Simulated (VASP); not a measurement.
Set up this calculation in VASP 6.6.1, as the native input.

```
Task                   : relaxation of cell and atoms
Functional             : PBE
Potentials or basis    : VASP PAW PBE potentials, release 64 (Pt)
Cutoff                 : 600 eV
k mesh                 : 17 × 17 × 17
Occupations            : fermi-dirac, width 0.05 eV
Spin                   : no spin polarisation
Target pressure        : -2.9 GPa
Dipole correction      : no
Further INCAR settings : ALGO = Normal; EDIFF = 1e-06; IBRION = 2; EDIFFG = -0.005; NSW = 60; ISIF = 3
```

The structure of Pt lies in POSCAR:

```
Pt
1.0
    0.0000000000      1.9930213853      1.9930213853
    1.9930213853      0.0000000000      1.9930213853
    1.9930213853      1.9930213853      0.0000000000
Pt
1
Direct
    0.0000000000      0.0000000000      0.0000000000
```

The input as run:

INCAR

```
SYSTEM = Pt
ALGO = Normal
EDIFF = 1E-6
EDIFFG = -0.005
ENCUT = 600
GGA = PE
IBRION = 2
ISIF = 3
ISMEAR = -1
LASPH = .TRUE.
LCHARG = .FALSE.
LREAL = .FALSE.
LWAVE = .FALSE.
NELM = 60
NSW = 60
PREC = Accurate
PSTRESS = -29.0
SIGMA = 0.05
```

KPOINTS

```
k-points
0
G
  17 17 17
  0 0 0
```

Potentials or basis: VASP PAW PBE potentials, release 64 (Pt).

Run with:

```bash
$ cat potpaw_PBE.64/Pt/POTCAR > POTCAR
$ mpirun -np 1 vasp_std > vasp.out
```

It gave:

```json
{
  "Relaxed volume": "15.81 Å³/atom",
  "Relaxed cell": "a = 2.817 Å, b = 2.817 Å, c = 2.817 Å, α = 60.00°, β = 60.00°, γ = 60.00°",
  "Space group after relaxing (to 0.05 Å)": "Fm-3m (No. 225)",
  "Energy change on relaxing (the enthalpy is what falls)": "-0.5 meV/atom",
  "Ionic steps": "3",
  "Pressure after relaxing": "-2.9 GPa",
  "Band gap on the k mesh": "zero (band 5 reaches 10.79 eV, above the bottom of band 6 at 8.78 eV)"
}
```

Caveat: the cell is relaxed towards a set pressure, so the enthalpy falls and the energy may rise; spin-orbit coupling is left out, which moves the levels of the heavy elements.

Wall time 14 s on 1 thread of Intel(R) Xeon(R) 6975P-C (Granite Rapids), with other jobs on the host, peak memory 0.16 GiB.
